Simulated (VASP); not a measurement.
# Si8O17 (a cell with a defect) in VASP: notebook

Si8O17 (a cell with a defect) is run at these levels: PBEsol; tasks: single point.

All numbers are computed with VASP 6.6.1; they aren't measurements. Logs are shortened: lines on timing, memory, paths and dates and some standing lists are left out, and cuts for length are marked.

### Step 1. The cell of the first run

The cell holds a defect, 25 atoms: a = 7.142 Å, b = 7.142 Å, c = 8.821 Å, α = 90.00°, β = 90.00°, γ = 90.00°.

### Step 2. Single point, PBEsol, collinear spin

File INCAR:

```
SYSTEM = Si8O17
  ALGO = Normal
  EDIFF = 1E-7
  ENCUT = 520
  GGA = PS
  ISIF = 2
  ISMEAR = -1
  ISPIN = 2
  LASPH = .TRUE.
  LCHARG = .TRUE.
  LELF = .TRUE.
  LORBIT = 11
  LREAL = Auto
  LVHAR = .TRUE.
  LWAVE = .FALSE.
  MAGMOM = 0 0 0 0 0 0 0 0 0 0 0 0 0 0 0 0 0 0 0 0 0 0 0 0 1.74
  NBANDS = 89
  NELM = 150
  PREC = Accurate
  SIGMA = 0.02
```

File KPOINTS:

```
k-points
0
G
  1 1 1
  0 0 0
```

File POSCAR:

```
Si8O17
1.0
    7.1417960000      0.0000000000      0.0000000000
    0.0000000000      7.1417960000      0.0000000000
    0.0000000000      0.0000000000      8.8208710000
Si O
8 17
Direct
    0.7750851466      0.5079814657      0.1712869398
    0.4948335125      0.7930638176      0.6771213410
    0.5366157196      0.2253214738      0.6704439958
    0.7929518009      0.5150945224      0.8129696036
    0.2358230339      0.5193791590      0.8262676101
    0.2073007966      0.4933772961      0.1979963203
    0.4858301749      0.7728168097      0.3255460827
    0.4966257787      0.2153519927      0.3104001861
    0.6702935788      0.3213897457      0.2129381554
    0.6651828196      0.6713437348      0.7446430177
    0.3532584801      0.3559608815      0.7357663433
    0.2968440992      0.6830074676      0.2609379505
    0.3156628949      0.7240195603      0.7706155095
    0.2870846493      0.3086898590      0.2874432695
    0.6807111264      0.7013641947      0.2432526221
    0.7218492379      0.3103000982      0.7510482808
    0.7872809585      0.5377638902     -0.0047387611
    0.4802993533      0.7376295823      0.5001320164
    0.5533902116      0.2494890641      0.4817891566
    0.2393375560      0.4750905795      0.0142729669
   -0.0143381301      0.4792631993      0.2352602141
    0.5437987867      0.0094233999      0.7036606702
    0.0139740760      0.5104598339      0.7765446292
    0.4915570257     -0.0103895435      0.2695538797
    0.3956567788      0.1151531071      0.0430683092
```

Potentials or basis: VASP PAW PBE potentials, release 64 (Si, O).

The run is started by

```console
$ cat potpaw_PBE.64/Si/POTCAR potpaw_PBE.64/O/POTCAR > POTCAR
$ mpirun -np 1 vasp_gam > vasp.out
```

OUTCAR:

```text
SYSTEM = Si8O17
   EDIFF = 1E-7
   ENCUT = 520
   GGA = PS
   ISIF = 2
   ISMEAR = -1
   ISPIN = 2
   LASPH = .TRUE.
   LORBIT = 11
   LREAL = Auto
   NELM = 150
   PREC = Accurate

 ion  position               nearest neighbor table
   1  0.775  0.508  0.171-  17 1.57   9 1.57  21 1.62  15 1.66   6 3.10   7 3.11   8 3.14
   2  0.495  0.793  0.677-  13 1.60  22 1.60  10 1.61  18 1.61   5 3.00   3 3.10   7 3.11   4 3.15

   3  0.537  0.225  0.670-  22 1.57  16 1.62  19 1.68  11 1.71   4 3.04   2 3.10
   4  0.793  0.515  0.813-  10 1.56  23 1.61  17 1.62  16 1.64   3 3.04   2 3.15
   5  0.236  0.519  0.826-  13 1.64  11 1.64  23 1.65  20 1.69   2 3.00
   6  0.207  0.493  0.198-  12 1.60  21 1.62  14 1.64  20 1.64   8 3.03   7 3.03   1 3.10
   7  0.486  0.773  0.326-  18 1.56  12 1.60  24 1.63  15 1.65   6 3.03   2 3.11   1 3.11
   8  0.497  0.215  0.310-  19 1.58  14 1.65  24 1.65   9 1.69   6 3.03   1 3.14
   9  0.670  0.321  0.213-   1 1.57   8 1.69
  10  0.665  0.671  0.745-   4 1.56   2 1.61
  11  0.353  0.356  0.736-   5 1.64   3 1.71
  12  0.297  0.683  0.261-   6 1.60   7 1.60
  13  0.316  0.724  0.771-   2 1.60   5 1.64
  14  0.287  0.309  0.287-   6 1.64   8 1.65
[... 8 lines left out ...]
  23  0.014  0.510  0.777-   4 1.61   5 1.65
  24  0.492  0.990  0.270-   7 1.63   8 1.65
  25  0.396  0.115  0.043-

  LATTYP: Found a simple tetragonal cell.
 ALAT       =     7.1417960000
 C/A-ratio  =     1.2351054273

  Lattice vectors:

 A1 = (   7.1417960000,   0.0000000000,   0.0000000000)
 A2 = (   0.0000000000,   7.1417960000,   0.0000000000)
 A3 = (   0.0000000000,   0.0000000000,   8.8208710000)

Analysis of symmetry for initial positions (statically):
=====================================================================
 Subroutine PRICEL returns:
 Original cell was already a primitive cell.

 Routine SETGRP: Setting up the symmetry group for a
 simple tetragonal supercell.

 Subroutine GETGRP returns: Found  1 space group operations
 (whereof  1 operations were pure point group operations)
 out of a pool of 16 trial point group operations.

The static configuration has the point symmetry C_1 .

Analysis of symmetry for dynamics (positions and initial velocities):
=====================================================================
 Subroutine PRICEL returns:
 Original cell was already a primitive cell.

 Routine SETGRP: Setting up the symmetry group for a
 simple tetragonal supercell.

 Subroutine GETGRP returns: Found  1 space group operations
 (whereof  1 operations were pure point group operations)
 out of a pool of 16 trial point group operations.

The dynamic configuration has the point symmetry C_1 .

Analysis of structural, dynamic, and magnetic symmetry:
=====================================================================
 Subroutine PRICEL returns:
 Original cell was already a primitive cell.

 Routine SETGRP: Setting up the symmetry group for a
 simple tetragonal supercell.

 Subroutine GETGRP returns: Found  1 space group operations
 (whereof  1 operations were pure point group operations)
 out of a pool of 16 trial point group operations.

The overall configuration has the point symmetry C_1 .

 Subroutine INISYM returns: Found  1 space group operations
 (whereof  1 operations are pure point group operations),
 and found     1 'primitive' translations

----------------------------------------------------------------------------------------

                                     Primitive cell

  volume of cell :     449.9107

  direct lattice vectors                    reciprocal lattice vectors
     7.141796000  0.000000000  0.000000000     0.140020801  0.000000000  0.000000000
     0.000000000  7.141796000  0.000000000     0.000000000  0.140020801  0.000000000
     0.000000000  0.000000000  8.820871000     0.000000000  0.000000000  0.113367489

  length of vectors
     7.141796000  7.141796000  8.820871000     0.140020801  0.140020801  0.113367489

  position of ions in fractional coordinates (direct lattice)
     0.775085147  0.507981466  0.171286940
     0.494833513  0.793063818  0.677121341
     0.536615720  0.225321474  0.670443996
     0.792951801  0.515094522  0.812969604
     0.235823034  0.519379159  0.826267610
     0.207300797  0.493377296  0.197996320
[... 17 lines left out ...]
     0.491557026  0.989610457  0.269553880
     0.395656779  0.115153107  0.043068309

  ion indices of the primitive-cell ions
   primitive index   ion index
                 1           1
                 2           2
                 3           3
                 4           4
                 5           5
                 6           6
[... 17 lines left out ...]
                24          24
                25          25

----------------------------------------------------------------------------------------

 KPOINTS: k-points

Automatic generation of k-mesh.
 Grid dimensions read from file:
 generate k-points for:    1    1    1

 Generating k-lattice:

  Cartesian coordinates                     Fractional coordinates (reciprocal lattice)
     0.140020801  0.000000000  0.000000000     1.000000000  0.000000000  0.000000000
     0.000000000  0.140020801  0.000000000     0.000000000  1.000000000  0.000000000
     0.000000000  0.000000000  0.113367489     0.000000000  0.000000000  1.000000000

  Length of vectors
     0.140020801  0.140020801  0.113367489

  Shift w.r.t. Gamma in fractional coordinates (k-lattice)
     0.000000000  0.000000000  0.000000000

 Subroutine IBZKPT returns following result:
 ===========================================

 Found      1 irreducible k-points:

 Following reciprocal coordinates:
            Coordinates               Weight
  0.000000  0.000000  0.000000      1.000000
   k-points           NKPTS =      1   k-points in BZ     NKDIM =      1   number of bands    NBANDS=     89
   number of dos      NEDOS =    301   number of ions     NIONS =     25
   total plane-waves  NPLWV = 204120
   dimension x,y,z NGX =    54 NGY =   54 NGZ =   70
   dimension x,y,z NGXF=   108 NGYF=  108 NGZF=  140
   ions per type =               8  17
   NGX,Y,Z   is equivalent  to a cutoff of  12.57, 12.57, 13.19 a.u.
   NGXF,Y,Z  is equivalent  to a cutoff of  25.14, 25.14, 26.39 a.u.
 SYSTEM =  Si8O17
   PREC   = accura    normal or accurate (medium, high low for compatibility)
   ISTART =      0    job   : 0-new  1-cont  2-samecut
   ICHARG =      2    charge: 1-file 2-atom 10-const
   ISPIN  =      2    spin polarized calculation?
   LNONCOLLINEAR =      F non collinear calculations
   LSORBIT =      F    spin-orbit coupling
   LASPH  =      T    aspherical Exc in radial PAW
   ENCUT  =  520.0 eV  38.22 Ry    6.18 a.u.  13.28 13.28 16.40*2*pi/ulx,y,z
   NELM   =    150;   NELMIN=  2; NELMDL= -5     # of ELM steps
   EDIFF  = 0.1E-06   stopping-criterion for ELM
   LREAL  =      T    real-space projection
   EDIFFG = 0.1E-05   stopping-criterion for IOM
   NSW    =      0    number of steps for IOM
   IBRION =     -1    ionic relax: 0-MD 1-quasi-New 2-CG
   NFREE  =      0    steps in history (QN), initial steepest desc. (CG)
   ISIF   =      2    stress and relaxation
   ISYM   =      2    0-nonsym 1-usesym 2-fastsym
   POTIM  = 0.5000    time-step for ionic-motion
   TEBEG  =    0.0;   TEEND  =   0.0 temperature during run
   PSTRESS=    0.0 pullay stress
   NELECT =     134.0000    total number of electrons
   NUPDOWN=      -1.0000    fix difference up-down
   EMIN   =  10.00;   EMAX   =-10.00  energy-range for DOS
   EFERMI =   0.00;   METHOD = LEGACY
   ISMEAR =    -1;   SIGMA  =   0.02  broadening in eV -4-tet -1-fermi 0-gaus
   EFERMI_NEDOS =   21; number of points for ismear=-14 and -15
   IALGO  =     38    algorithm
   IMIX   =      4    mixing-type and parameters
     AMIX     =   0.40;   BMIX     =  1.00
     AMIX_MAG =   1.60;   BMIX_MAG =  1.00
  volume/ion in A,a.u.               =      18.00       121.45
  Fermi-wavevector in a.u.,A,eV,Ry     =   1.093287  2.066013 16.262733  1.195277
  Thomas-Fermi vector in A             =   2.229570
   LORBIT       =     11    0 simple, 1 ext, 2 COOP (PROOUT), +10 PAW based schemes
   GGA     = PS    functional components
   LHFCALC =     F    Hartree Fock is set to
   AEXX    =    0.0000 exact exchange contribution
   IVDW    =     0    specifies the selected vdW correction
   LEPSILON=     F    determine dielectric tensor
   LRPA    =     F    only Hartree local field effects (RPA)
 spin polarized calculation
  energy-cutoff  :      520.00
  volume of cell :      449.91
 maximum number of plane-waves:      6045
 NGX is ok and might be reduce to    54
   NGX = 27   NGY = 27   NGZ = 33

 number of electron     133.9999999 magnetization       1.9999997

 Free energy of the ion-electron system (eV)
  ---------------------------------------------------
  ext. energy  EPLUGINS =         0.00000000
  ---------------------------------------------------
  free energy    TOTEN  =      -197.67813629 eV

  energy without entropy =     -197.67813629  energy(sigma->0) =     -197.67813629

 E-fermi :  -0.3278     XC(G=0):  -7.2173

 val. band max:       -0.7568518968   @ k =   0.0000   0.0000   0.0000
 cond. band min:       0.1009190487   @ k =   0.0000   0.0000   0.0000
 fundamental gap:      0.8577709455
 Fermi energy:        -0.3277659152

 spin component 1

 k-point     1 :       0.0000    0.0000    0.0000
  band No.  band energies     occupation
      1     -21.1700      1.00000
      2     -20.6339      1.00000
      3     -20.2737      1.00000
      4     -20.2034      1.00000
      5     -19.8533      1.00000
      6     -19.7222      1.00000
[... 71 lines left out ...]
     78       7.5285      0.00000
     79       7.6202      0.00000
 Fermi energy:        -0.3277659152

 spin component 2

 k-point     1 :       0.0000    0.0000    0.0000
  band No.  band energies     occupation
      1     -21.1591      1.00000
      2     -20.6019      1.00000
      3     -20.2645      1.00000
      4     -20.1919      1.00000
      5     -19.8423      1.00000
      6     -19.6771      1.00000
[... 71 lines left out ...]
     78       7.5504      0.00000
     79       7.6411      0.00000
 [bands above 79 left out]

------------------------ aborting loop because EDIFF is reached ----------------------------------------

  FORCE on cell =-STRESS in cart. coord.  units (eV):
  Direction    XX          YY          ZZ          XY          YZ          ZX
  --------------------------------------------------------------------------------------
  -------------------------------------------------------------------------------------
  Total       -2.3885577      1.2511051     -0.5969042      3.2799923     -2.5518955      5.2891704
  in kB       -8.5058939      4.4553109     -2.1256360     11.6803824     -9.0875563     18.8352675
  external PRESSURE =      -2.0587397 kB  Pullay stress =       0.0000000 kB

 VOLUME and BASIS-vectors are now :
 -----------------------------------------------------------------------------
  energy-cutoff  :      520.00
  volume of cell :      449.91
      direct lattice vectors                 reciprocal lattice vectors
     7.141796000  0.000000000  0.000000000     0.140020801  0.000000000  0.000000000
     0.000000000  7.141796000  0.000000000     0.000000000  0.140020801  0.000000000
     0.000000000  0.000000000  8.820871000     0.000000000  0.000000000  0.113367489

 POSITION                                       TOTAL-FORCE (eV/Angst)
 -----------------------------------------------------------------------------------
      5.53550      3.62790      1.51090         0.696330      1.471264      1.309705
      3.53400      5.66390      5.97280         0.781471     -0.747883      0.317898
      3.83240      1.60920      5.91390        -0.625288      3.263136     -0.865898
      5.66310      3.67870      7.17110         1.241553     -1.947269      1.029097
      1.68420      3.70930      7.28840        -1.009779     -0.919324      0.736237
      1.48050      3.52360      1.74650        -1.208606     -1.244846     -0.757230
[... 17 lines left out ...]
      3.51060      7.06760      2.37770        -0.271793      1.363501      0.836894
      2.82570      0.82240      0.37990        -0.026382      0.049288      0.044952
 -----------------------------------------------------------------------------------
    total drift:                               -0.007725      0.005433     -0.004130

  FREE ENERGIE OF THE ION-ELECTRON SYSTEM (eV)
  ---------------------------------------------------
  free  energy   TOTEN  =      -197.6781362900 eV

  energy  without entropy=     -197.6781362895  energy(sigma->0) =     -197.67813629

 total charge

# of ion       s       p       d       tot
------------------------------------------
    1        0.652   1.036   0.000   1.687
    2        0.646   1.023   0.000   1.670
    3        0.631   0.958   0.000   1.589
    4        0.644   1.022   0.000   1.666
    5        0.620   0.923   0.000   1.542
    6        0.643   0.992   0.000   1.635
[... 17 lines left out ...]
   24        1.544   3.643   0.000   5.187
   25        1.621   2.964   0.000   4.585
--------------------------------------------------
tot         31.436  69.714   0.000 101.150

 magnetization (x)

# of ion       s       p       d       tot
------------------------------------------
    1       -0.000  -0.000   0.000  -0.000
    2       -0.000   0.000   0.000  -0.000
    3       -0.000  -0.000   0.000  -0.000
    4       -0.000   0.000   0.000   0.000
    5       -0.000  -0.000   0.000  -0.000
    6       -0.000  -0.000   0.000  -0.000
[... 17 lines left out ...]
   24        0.007   0.088   0.000   0.095
   25        0.015   1.430   0.000   1.445
--------------------------------------------------
tot          0.023   1.587   0.000   1.610
```

Run time: 2.8 min. Hardware: 1 thread of Intel Xeon 6975P-C (Granite Rapids), shared host; peak memory 0.59 GiB.

Results:

* Free energy: -197.6781 eV
* Pressure: -0.2 GPa
* Largest force: 3.438 eV/Å
* Band gap on the k mesh: 0.86 eV
* Net moment: 2.00 μB per cell
* Site moments: Si -0.00, +0.00; O -0.00, +0.00, +0.01, +0.03, +0.02, +0.10, +1.45 μB
* Valence electrons inside the program's atomic spheres: Si 1.69, 1.67, 1.59, 1.54, 1.64, 1.68; O 5.22, 5.28, 5.16, 5.25, 5.18, 5.21, 5.27, 5.17, 5.23, 5.26, 5.19, 4.58

Forces on the atoms (eV/Å):
```
Si   0.696  1.471  1.310
Si   0.781 -0.748  0.318
Si  -0.625  3.263 -0.866
Si   1.242 -1.947  1.029
Si  -1.010 -0.919  0.736
Si  -1.209 -1.245 -0.757
Si   1.537  0.569 -2.761
Si   0.457  0.214 -2.274
O   -2.538 -2.018  1.143
O    0.051  1.252 -0.773
O    0.924 -1.020 -0.344
O   -0.205  0.048 -0.284
O   -0.955 -0.334  0.614
O    1.065 -0.059 -0.345
O   -0.498 -1.237  0.418
O   -0.161  0.273  0.084
O   -0.471  0.091 -1.538
O   -0.021  0.284  1.872
O   -0.041 -0.084  2.911
O    0.460  0.650 -1.391
O    0.405  0.725  0.067
O   -0.848 -1.168  0.317
O    1.262  0.526 -0.368
O   -0.272  1.364  0.837
O   -0.026  0.049  0.045
```

Stress tensor (GPa, compression positive):
```
-0.85  1.17  1.88
 1.17  0.45 -0.91
 1.88 -0.91 -0.21
```

Caveat: the k points lie up to 0.88 Å⁻¹ apart; the PAW data sets were made with another functional, which shifts forces and pressure a little.

(Continued in part 2 of 3.)
